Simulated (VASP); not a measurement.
Runs of VASP 6.6.1 on ZnSe (zincblende type). The structure is that of space group F-43m (No. 216), or close to it. The cells are those of the table. 

```tsv
task	cell	cutoff (eV)	gap on the mesh (eV)	pressure (GPa)
relaxation of cell and atoms	relaxed to 57 GPa from a = 3.543 Å, angles 60.0°, 2 atoms	600	1.92	57.0
relaxation of cell and atoms	relaxed to 57 GPa from a = 3.472 Å, angles 60.0°, 2 atoms	600	1.92	57.0
single point	a = 3.544 Å, angles 60.0°, 2 atoms	520	1.91	57.9
single point	a = 3.543 Å, angles 60.0°, 2 atoms	520	1.91	(a)
```

Alike in all rows: level PBE; potentials or basis VASP PAW PBE potentials, release 64 (Zn, Se); no spin polarisation; k mesh 13 × 13 × 13; smearing fermi-dirac 0.1 eV.

Q: Fill in the values left out.

A: (a) 58.0.

Caveats: the cell is relaxed towards a set pressure, so the enthalpy falls and the energy may rise (some runs).

A k mesh can miss the band edges, and the runs leave out spin-orbit coupling on Se.
